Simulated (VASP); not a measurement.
A run of VASP 6.6.1:

The input POSCAR:

```
Ni
1.0
    0.0000000000      1.7603666700      1.7603666700
    1.7603666700      0.0000000000      1.7603666700
    1.7603666700      1.7603666700      0.0000000000
Ni
1
Direct
    0.0000000000      0.0000000000      0.0000000000
```

INCAR.step1

```
PREC     = Accurate       # precision mode
ENCUT    = 520            # plane-wave cutoff, eV
ISMEAR   = -1             # smearing method
SIGMA    = 0.1            # smearing width, eV
LREAL    = F              # projectors in reciprocal space
LASPH    = T              # aspherical terms in the spheres
NELM     = 150            # most SCF steps
ISPIN    = 2              # spin polarisation
MAGMOM   = 1.32           # initial moments
NUPDOWN  = 1.32           # fixed moment
LMAXMIX  = 4              # l up to which the mixer works
NBANDS   = 15             # bands
GGA      = PE             # functional
ALGO     = Normal         # electronic algorithm
EDIFF    = 1E-4           # SCF threshold, eV
LWAVE    = T              # write WAVECAR
LCHARG   = F              # write CHGCAR
```

File INCAR.step2:

```
PREC     = Accurate       # precision mode
ENCUT    = 520            # plane-wave cutoff, eV
EDIFF    = 1E-7           # SCF threshold, eV
ISMEAR   = -1             # smearing method
SIGMA    = 0.1            # smearing width, eV
LREAL    = F              # projectors in reciprocal space
LASPH    = T              # aspherical terms in the spheres
NELM     = 150            # most SCF steps
ALGO     = Normal         # electronic algorithm
ISIF     = 2              # what is computed and relaxed
LWAVE    = F              # write WAVECAR
LCHARG   = F              # write CHGCAR
ISPIN    = 2              # spin polarisation
MAGMOM   = 1.32           # initial moments
LORBIT   = 11             # projections on sites
NUPDOWN  = 1.32           # fixed moment
LMAXMIX  = 4              # l up to which the mixer works
METAGGA  = R2SCAN         # meta-GGA
LMIXTAU  = T            
NBANDS   = 15             # bands
ISTART   = 1
```

Contents of KPOINTS:

```
regular mesh
0
Gamma
  14 14 14
```

Potentials or basis: VASP PAW PBE potentials, release 64 (Ni).

The run is started by

```bash
$ cat potpaw_PBE.64/Ni/POTCAR > POTCAR
$ cp INCAR.step1 INCAR
$ mpirun -np 1 vasp_std > vasp.out
$ cp INCAR.step2 INCAR
$ mpirun -np 1 vasp_std > vasp.out
```

Hardware: 1 thread of Intel(R) Xeon(R) 6975P-C (Granite Rapids) (shared host).

Problem. Estimate the wall time of this run.

Solution. Run time: 81 s on 1 thread of Intel(R) Xeon(R) 6975P-C (Granite Rapids) (shared host), peak memory 0.15 GiB. Counts: k points 104.
